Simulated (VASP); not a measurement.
Here is a VASP 6.6.1 calculation.

File INCAR:

```
SYSTEM = V3Re
  ALGO = Normal
  EDIFF = 1E-7
  ENCUT = 520
  ISIF = 2
  ISMEAR = -1
  ISPIN = 2
  LASPH = .TRUE.
  LCHARG = .TRUE.
  LELF = .TRUE.
  LMAXMIX = 4
  LORBIT = 11
  LREAL = .FALSE.
  LVHAR = .TRUE.
  LWAVE = .FALSE.
  MAGMOM = 1 1 1 0
  NBANDS = 35
  NELM = 150
  PREC = Accurate
  SIGMA = 0.1
```

The input KPOINTS:

```
k-points
0
G
  7 7 7
  0 0 0
```

The input POSCAR:

```
V3Re
1.0
    0.0000000000      2.9244545702      2.9244545702
    2.9244545702      0.0000000000      2.9244545702
    2.9244545702      2.9244545702      0.0000000000
V Re
3 1
Direct
    0.7500000000      0.7500000000      0.7500000000
    0.2500000000      0.2500000000      0.2500000000
    0.0000000000      0.0000000000      0.0000000000
    0.5000000000      0.5000000000      0.5000000000
```

Potentials or basis: VASP PAW LDA potentials, release 64 (V_sv, Re).

Launch:

```console
$ cat potpaw_LDA.64/V_sv/POTCAR potpaw_LDA.64/Re/POTCAR > POTCAR
$ mpirun -np 1 vasp_std > vasp.out
```

Predict the band gap on the k mesh.

zero (filled and empty bands overlap).

Estimate the net moment.

0.00 μB per cell.

Caveat: the moments typed at the start vanished in this run; spin-orbit coupling is left out, which moves the levels of the heavy elements.
